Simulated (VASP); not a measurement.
## AlN: single point with r2SCAN

AlN:

```
Al N
1.0
    -3.10667    0.00000    0.00000
     0.00000    5.38090    0.00000
     1.55333   -2.69045   -4.97840
Al N
4 4
Direct
  0.98950 0.33249 0.99831
  0.48950 0.83249 0.99831
  0.25881 0.91582 0.49831
  0.75881 0.41582 0.49831
  0.81682 0.14168 0.61669
  0.31682 0.64168 0.61669
  0.04987 0.72501 0.11669
  0.54987 0.22501 0.11669
```

This cell differs from its parent crystal: atoms displaced along a vibrational mode.

- Program: VASP 6.6.1
- Task: single point
- Functional: r2SCAN
- Potentials or basis: VASP PAW PBE potentials, release 64 (Al, N)
- Cutoff: 520 eV
- k mesh: 8 × 8 × 8
- Occupations: gaussian, width 0.05 eV
- Spin: no spin polarisation

```yaml
Pressure: -0.4 GPa
Largest_force: 0.187 eV/Å
Band_gap_on_the_k_mesh: 4.91 eV
```

Forces on the atoms (eV/Å):
```
Al  -0.187  0.004  0.008
Al  -0.187  0.004  0.008
Al   0.187 -0.004  0.008
Al   0.187 -0.004  0.008
N    0.085  0.002 -0.008
N    0.085  0.002 -0.008
N   -0.085 -0.002 -0.008
N   -0.085 -0.002 -0.008
```

Stress tensor (GPa, compression positive):
```
-0.47  0.11  0.00
 0.11 -0.38  0.00
 0.00  0.00 -0.38
```

Levels at points of the mesh, in eV from the valence-band top:
```
           k point  band 13  band 14  band 15  band 16  band 17  band 18  band 19  band 20
(0.00, 0.00, 0.00)    -0.88    -0.28    -0.18     0.00     4.91     5.99     5.99     7.53
(0.50, 0.00, 0.00)    -2.06    -2.06    -0.90    -0.90     6.84     6.84     8.04     8.04
(0.00, 0.50, 0.00)    -0.68    -0.68    -0.61    -0.61     6.75     6.75     8.16     8.16
(0.50, 0.50, 0.00)    -1.51    -1.42    -1.42    -0.73     6.03     6.03     6.51     6.61
(0.50, 0.50, 0.50)    -1.52    -1.35    -1.35    -0.70     5.95     5.95     6.27     6.60
(0.00, 0.00, 0.50)    -0.58    -0.58    -0.56    -0.56     6.44     6.56     7.25     7.25
```

Run time: 7.3 min on 1 thread of Intel(R) Xeon(R) 6975P-C (Granite Rapids), with other jobs on the host, peak memory 0.37 GiB.

Caveat: the cell differs from its parent crystal (atoms displaced along a vibrational mode); the PAW data sets were made with another functional, which shifts forces and pressure a little. A k mesh can miss the band edges.
